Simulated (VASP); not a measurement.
Set up this calculation in VASP 6.6.1, as the native input.

| Quantity | Value |
| --- | --- |
| Task | single point |
| Functional | LDA |
| Potentials or basis | VASP PAW LDA potentials, release 64 (Cd, S) |
| Cutoff | 500 eV |
| k mesh | 8 × 8 × 8 |
| Occupations | gaussian, width 0.02 eV |
| Spin | no spin polarisation |
| Dipole correction | no |
| Further INCAR settings | ALGO = Normal; EDIFF = 1e-06; NBANDS = 16 |

The structure of CdS lies in POSCAR:

```
CdS
1.0
    0.0000000000      2.8782482540      2.8782482540
    2.8782482540      0.0000000000      2.8782482540
    2.8782482540      2.8782482540      0.0000000000
Cd S
1 1
Direct
    0.0000000000      0.0000000000      0.0000000000
    0.2500000000      0.2500000000      0.2500000000
```

The input as run:

INCAR

```
SYSTEM = CdS
  PREC = Accurate
  ENCUT = 500
  EDIFF = 1E-6
  ISMEAR = 0
  SIGMA = 0.02
  LREAL = .False.
  LASPH = .True.
  NELM = 120
  ALGO = Normal
  ISIF = 2
  LWAVE = .False.
  LCHARG = .False.
  NBANDS = 16
  GGA_COMPAT = .False.
```

KPOINTS

```
Automatic mesh
0
Gamma
  8 8 8
  0 0 0
```

Potentials or basis: VASP PAW LDA potentials, release 64 (Cd, S).

Run with:

```sh
$ cat potpaw_LDA.64/Cd/POTCAR potpaw_LDA.64/S/POTCAR > POTCAR
$ mpirun -np 1 vasp_std > vasp.out
```

It gave:

```json
{
  "Pressure": "0.6 GPa",
  "Band gap on the k mesh": "0.98 eV"
}
```

It took 39 s on 1 thread of Intel Xeon 8259CL (shared host), peak memory 0.15 GiB.
